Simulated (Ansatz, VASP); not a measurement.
Two plane-wave programs on MgGeC2

```xyz
12
Lattice="4.8917 0.0000 0.0000 -2.4459 4.2364 0.0000 0.0000 0.0000 10.1148" Properties=species:S:1:pos:R:3 pbc="T T T"
Mg   -1.2229    2.1182    1.6858
Mg    2.4459    0.0000    5.0574
Mg    1.2229    2.1182    8.4290
Ge    0.0000    0.0000    8.4290
Ge    0.0000    0.0000    5.0574
Ge    0.0000    0.0000    1.6858
C     1.7944    0.0000    0.0000
C    -0.8972    1.5540    6.7432
C     1.5487    2.6824    3.3716
C    -1.5487    2.6824    6.7432
C     3.0974    0.0000    0.0000
C     0.8972    1.5540    3.3716
```

Alike in both runs: functional PBE; k mesh 9 × 9 × 4; occupations gaussian, width 0.1 eV; no spin polarisation.

Ansatz relaxed the structure, and its values are those at the end. VASP's run is a single point on that final structure, the one shown.

|  | VASP | Ansatz |
| --- | --- | --- |
| version | VASP 6.6.1 | Ansatz 0.2.0 |
| potentials or method | VASP PAW PBE potentials, release 64 (Mg, Ge_d, C), cutoff 520 eV | scalar-relativistic, plane waves, PAW |
| valence electrons in the cell | 72 | 96 |

|  | VASP | Ansatz | Ansatz less VASP |
| --- | --- | --- | --- |
| gap on the k mesh at the Fermi level (eV) | none | none | - |
| pressure (GPa) | 0.0 | 0.0 | -0.04 |
| rms of the force components (eV/Å) | 0.035 | 0.000 | -0.0349 |

A gap of «none» marks a metal or a gap that the smearing closes. With one functional, cell and mesh, what is left measures potentials, basis and numerics. VASP's potentials hold 72 valence electrons a cell and Ansatz's 96, so a difference there can come from the potentials and not from the codes.
